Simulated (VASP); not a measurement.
# Ti (P6_3/mmc) in VASP: single point with PBE

Aim: the single point of Ti with PBE.

Program: VASP 6.6.1. These are calculated values, not measurements. Logs are shortened: lines on timing, memory, paths and dates and some standing lists are left out, and cuts for length are marked.

### Step 1. The cell of the first run

It takes space group P6_3/mmc (No. 194, hexagonal). Conventional cell: a = 2.938 Å, b = 2.938 Å, c = 4.652 Å, α = 90.00°, β = 90.00°, γ = 120.00°. Ti (site symmetry -6m2) has 12 Ti at 2.88 to 2.94 Å within 3.8 Å.

### Step 2. Single point, PBE

The input, INCAR:

```
ALGO     = Fast           # electronic algorithm
EDIFF    = 1E-6           # SCF threshold, eV
ENCUT    = 520            # plane-wave cutoff, eV
GGA      = PE             # functional
ISIF     = 2              # what is computed and relaxed
ISMEAR   = 1              # smearing method
LASPH    = True           # aspherical terms in the spheres
LCHARG   = False          # write CHGCAR
LREAL    = False          # projectors in reciprocal space
LWAVE    = False          # write WAVECAR
NBANDS   = 19             # bands
NELM     = 100            # most SCF steps
PREC     = Accurate       # precision mode
SIGMA    = 0.1            # smearing width, eV
```

The input, KPOINTS:

```
k-points
0
Gamma
  27 27 14
```

The input, POSCAR:

```
Ti
1.0
    2.9379715300      0.0000000000      0.0000000000
   -1.4689857650      2.5443579806      0.0000000000
    0.0000000000      0.0000000000      4.6519935623
Ti
2
Direct
    0.3333333333      0.6666666667      0.2500000000
    0.6666666667      0.3333333333      0.7500000000
```

Potentials or basis: VASP PAW PBE potentials, release 64 (Ti_sv).

Command:

```console
> cat potpaw_PBE.64/Ti_sv/POTCAR > POTCAR
> mpirun -np 1 vasp_std > vasp.out
```

OUTCAR:

```text
EDIFF = 1E-6
   ENCUT = 520
   GGA = PE
   ISIF = 2
   ISMEAR = 1
   LASPH = True
   LREAL = False
   NELM = 100
   PREC = Accurate

 ion  position               nearest neighbor table
   1  0.333  0.667  0.250-   2 2.88   2 2.88   2 2.88   2 2.88   2 2.88   2 2.88
   2  0.667  0.333  0.750-   1 2.88   1 2.88   1 2.88   1 2.88   1 2.88   1 2.88

  LATTYP: Found a hexagonal cell.
 ALAT       =     2.9379715300
 C/A-ratio  =     1.5834032137

  Lattice vectors:

 A1 = (   2.9379715300,   0.0000000000,   0.0000000000)
 A2 = (  -1.4689857650,   2.5443579806,   0.0000000000)
 A3 = (   0.0000000000,   0.0000000000,   4.6519935623)

Analysis of symmetry for initial positions (statically):
=====================================================================
 Subroutine PRICEL returns:
 Original cell was already a primitive cell.

 Routine SETGRP: Setting up the symmetry group for a
 hexagonal supercell.

 Subroutine GETGRP returns: Found 24 space group operations
 (whereof 12 operations were pure point group operations)
 out of a pool of 24 trial point group operations.

The static configuration has the point symmetry D_3d.
 The point group associated with its full space group is D_6h.

Analysis of symmetry for dynamics (positions and initial velocities):
=====================================================================
 Subroutine PRICEL returns:
 Original cell was already a primitive cell.

 Routine SETGRP: Setting up the symmetry group for a
 hexagonal supercell.

 Subroutine GETGRP returns: Found 24 space group operations
 (whereof 12 operations were pure point group operations)
 out of a pool of 24 trial point group operations.

The dynamic configuration has the point symmetry D_3d.
 The point group associated with its full space group is D_6h.

 Subroutine INISYM returns: Found 24 space group operations
 (whereof 12 operations are pure point group operations),
 and found     1 'primitive' translations

----------------------------------------------------------------------------------------

                                     Primitive cell

  volume of cell :      34.7748

  direct lattice vectors                    reciprocal lattice vectors
     2.937971530  0.000000000  0.000000000     0.340370895  0.196513228  0.000000000
    -1.468985765  2.544357981  0.000000000     0.000000000  0.393026456  0.000000000
     0.000000000  0.000000000  4.651993562     0.000000000  0.000000000  0.214961604

  length of vectors
     2.937971530  2.937971530  4.651993562     0.393026456  0.393026456  0.214961604

  position of ions in fractional coordinates (direct lattice)
     0.333333333  0.666666667  0.250000000
     0.666666667  0.333333333  0.750000000

  ion indices of the primitive-cell ions
   primitive index   ion index
                 1           1
                 2           2

----------------------------------------------------------------------------------------

 KPOINTS: k-points

Automatic generation of k-mesh.
 Grid dimensions read from file:
 generate k-points for:   27   27   14

 Generating k-lattice:

  Cartesian coordinates                     Fractional coordinates (reciprocal lattice)
     0.012606329  0.007278268  0.000000000     0.037037037  0.000000000  0.000000000
     0.000000000  0.014556535  0.000000000     0.000000000  0.037037037  0.000000000
     0.000000000  0.000000000  0.015354400     0.000000000  0.000000000  0.071428571

  Length of vectors
     0.014556535  0.014556535  0.015354400

  Shift w.r.t. Gamma in fractional coordinates (k-lattice)
     0.000000000  0.000000000  0.000000000

 Subroutine IBZKPT returns following result:
 ===========================================

 Found    600 irreducible k-points:

 Following reciprocal coordinates:
            Coordinates               Weight
  0.000000  0.000000  0.000000      1.000000
  0.037037  0.000000  0.000000      6.000000
  0.074074  0.000000  0.000000      6.000000
  0.111111  0.000000  0.000000      6.000000
  0.148148  0.000000  0.000000      6.000000
  0.185185  0.000000  0.000000      6.000000
[... 16 lines left out ...]
  0.333333  0.037037  0.000000     12.000000
  0.370370  0.037037  0.000000     12.000000
 [... further k-points ...]
   k-points           NKPTS =    600   k-points in BZ     NKDIM =    600   number of bands    NBANDS=     19
   number of dos      NEDOS =    301   number of ions     NIONS =      2
   total plane-waves  NPLWV =  20736
   dimension x,y,z NGX =    24 NGY =   24 NGZ =   36
   dimension x,y,z NGXF=    48 NGYF=   48 NGZF=   72
   ions per type =               2
   NGX,Y,Z   is equivalent  to a cutoff of  13.58, 13.58, 12.87 a.u.
   NGXF,Y,Z  is equivalent  to a cutoff of  27.16, 27.16, 25.73 a.u.
 SYSTEM =  unknown system
   PREC   = accura    normal or accurate (medium, high low for compatibility)
   ISTART =      0    job   : 0-new  1-cont  2-samecut
   ICHARG =      2    charge: 1-file 2-atom 10-const
   ISPIN  =      1    spin polarized calculation?
   LNONCOLLINEAR =      F non collinear calculations
   LSORBIT =      F    spin-orbit coupling
   LASPH  =      T    aspherical Exc in radial PAW
   ENCUT  =  520.0 eV  38.22 Ry    6.18 a.u.   5.46  5.46  8.65*2*pi/ulx,y,z
   NELM   =    100;   NELMIN=  2; NELMDL= -5     # of ELM steps
   EDIFF  = 0.1E-05   stopping-criterion for ELM
   LREAL  =      F    real-space projection
   EDIFFG = 0.1E-04   stopping-criterion for IOM
   NSW    =      0    number of steps for IOM
   IBRION =     -1    ionic relax: 0-MD 1-quasi-New 2-CG
   NFREE  =      0    steps in history (QN), initial steepest desc. (CG)
   ISIF   =      2    stress and relaxation
   ISYM   =      2    0-nonsym 1-usesym 2-fastsym
   POTIM  = 0.5000    time-step for ionic-motion
   TEBEG  =    0.0;   TEEND  =   0.0 temperature during run
   PSTRESS=    0.0 pullay stress
   NELECT =      24.0000    total number of electrons
   NUPDOWN=      -1.0000    fix difference up-down
   EMIN   =  10.00;   EMAX   =-10.00  energy-range for DOS
   EFERMI =   0.00;   METHOD = LEGACY
   ISMEAR =     1;   SIGMA  =   0.10  broadening in eV -4-tet -1-fermi 0-gaus
   EFERMI_NEDOS =   21; number of points for ismear=-14 and -15
   IALGO  =     68    algorithm
   IMIX   =      4    mixing-type and parameters
     AMIX     =   0.40;   BMIX     =  1.00
     AMIX_MAG =   1.60;   BMIX_MAG =  1.00
  volume/ion in A,a.u.               =      17.39       117.34
  Fermi-wavevector in a.u.,A,eV,Ry     =   1.446739  2.733941 28.477736  2.093055
  Thomas-Fermi vector in A             =   2.564774
   LORBIT       =      0    0 simple, 1 ext, 2 COOP (PROOUT), +10 PAW based schemes
   GGA     = PE    functional components
   LHFCALC =     F    Hartree Fock is set to
   AEXX    =    0.0000 exact exchange contribution
   IVDW    =     0    specifies the selected vdW correction
   LEPSILON=     F    determine dielectric tensor
   LRPA    =     F    only Hartree local field effects (RPA)
 non-spin polarized calculation
 RMM-DIIS sequential band-by-band and
 Methfessel and Paxton  Order N= 1 SIGMA  =   0.10
  energy-cutoff  :      520.00
  volume of cell :       34.77
 maximum number of plane-waves:       965
 NGX is ok and might be reduce to    24
   NGX = 11   NGY = 11   NGZ = 17

 number of electron      24.0000001 magnetization

 Free energy of the ion-electron system (eV)
  ---------------------------------------------------
  ext. energy  EPLUGINS =         0.00000000
  ---------------------------------------------------
  free energy    TOTEN  =       -15.67202202 eV

  energy without entropy =      -15.67271765  energy(sigma->0) =      -15.67225389

 E-fermi :   8.3421     XC(G=0): -11.4925

 val. band max:        8.3411704832   @ k =   0.3333   0.2222   0.2857
 cond. band min:       8.3442447702   @ k =   0.0741   0.0741   0.4286
 fundamental gap:      0.0030742870
 Fermi energy:         8.3421381007

 k-point     1 :       0.0000    0.0000    0.0000
  band No.  band energies     occupation
      1     -48.5407      2.00000
      2     -48.4045      2.00000
      3     -25.1298      2.00000
      4     -24.4853      2.00000
      5     -24.4853      2.00000
      6     -24.4242      2.00000
[... 11 lines left out ...]
     18       9.9419     -0.00000
     19      11.4683      0.00000

 k-point     2 :       0.0370    0.0000    0.0000
  band No.  band energies     occupation
      1     -48.5394      2.00000
      2     -48.4040      2.00000
      3     -25.1268      2.00000
      4     -24.4915      2.00000
      5     -24.4874      2.00000
      6     -24.4255      2.00000
[... 11 lines left out ...]
     18       9.9196     -0.00000
     19      11.4805      0.00000

 k-point     3 :       0.0741    0.0000    0.0000
  band No.  band energies     occupation
      1     -48.5354      2.00000
      2     -48.4024      2.00000
      3     -25.1178      2.00000
      4     -24.5098      2.00000
      5     -24.4935      2.00000
      6     -24.4294      2.00000
[... 11 lines left out ...]
     18       9.8563     -0.00000
     19      11.5141      0.00000

 k-point     4 :       0.1111    0.0000    0.0000
  band No.  band energies     occupation
      1     -48.5289      2.00000
      2     -48.3999      2.00000
      3     -25.1031      2.00000
      4     -24.5393      2.00000
      5     -24.5032      2.00000
      6     -24.4408      2.00000
[... 407 lines left out ...]
     18      11.1018      0.00000
     19      11.8101      0.00000

 k-point    23 :       0.3333    0.0370    0.0000
  band No.  band energies     occupation
      1     -48.4521      2.00000
      2     -48.3796      2.00000
      3     -24.9111      2.00000
      4     -24.8585      2.00000
      5     -24.7482      2.00000
      6     -24.6018      2.00000
[... 11 lines left out ...]
     18      11.3878      0.00000
     19      11.8352      0.00000

 k-point    24 :       0.3704    0.0370    0.0000
  band No.  band energies     occupation
      1     -48.4409      2.00000
      2     -48.3789      2.00000
      3     -24.8983      2.00000
      4     -24.8786      2.00000
      5     -24.7830      2.00000
      6     -24.6139      2.00000
[... 11 lines left out ...]
     18      11.6948      0.00000
     19      11.8537      0.00000

 [... further k-points ...]

------------------------ aborting loop because EDIFF is reached ----------------------------------------

  FORCE on cell =-STRESS in cart. coord.  units (eV):
  Direction    XX          YY          ZZ          XY          YZ          ZX
  --------------------------------------------------------------------------------------
  -------------------------------------------------------------------------------------
  Total       -0.0658556     -0.0658556     -0.0768978     -0.0000000      0.0000000      0.0000000
  in kB       -3.0341586     -3.0341586     -3.5429052     -0.0000000      0.0000000      0.0000000
  external PRESSURE =      -3.2037408 kB  Pullay stress =       0.0000000 kB

 VOLUME and BASIS-vectors are now :
 -----------------------------------------------------------------------------
  energy-cutoff  :      520.00
  volume of cell :       34.77
      direct lattice vectors                 reciprocal lattice vectors
     2.937971530  0.000000000  0.000000000     0.340370895  0.196513228  0.000000000
    -1.468985765  2.544357981  0.000000000     0.000000000  0.393026456  0.000000000
     0.000000000  0.000000000  4.651993562     0.000000000  0.000000000  0.214961604

 POSITION                                       TOTAL-FORCE (eV/Angst)
 -----------------------------------------------------------------------------------
     -0.00000      1.69624      1.16300         0.000000     -0.000000      0.000000
      1.46899      0.84812      3.48900        -0.000000      0.000000      0.000000
 -----------------------------------------------------------------------------------
    total drift:                               -0.000000      0.000000     -0.000000

  FREE ENERGIE OF THE ION-ELECTRON SYSTEM (eV)
  ---------------------------------------------------
  free  energy   TOTEN  =       -15.6720220190 eV

  energy  without entropy=      -15.6727176464  energy(sigma->0) =      -15.67225389
```

It took 26 min on 1 thread of AMD EPYC 7R43 (Zen 3), shared host; peak memory 0.37 GiB.

What came out:

- Free energy: -15.6720 eV
- Pressure: -0.3 GPa
- Band gap on the k mesh: zero (bands 12 and 13 overlap by 1.13 eV)

Levels at points of the mesh, in eV from the Fermi level:
```csv
k point,band 10,band 11,band 12,band 13,band 14,band 15
"(0.00, 0.00, 0.00)",-2.70,0.75,0.76,0.76,0.87,1.25
"(0.00, 0.00, 0.50)",-4.37,0.06,0.06,0.66,0.66,0.66
```
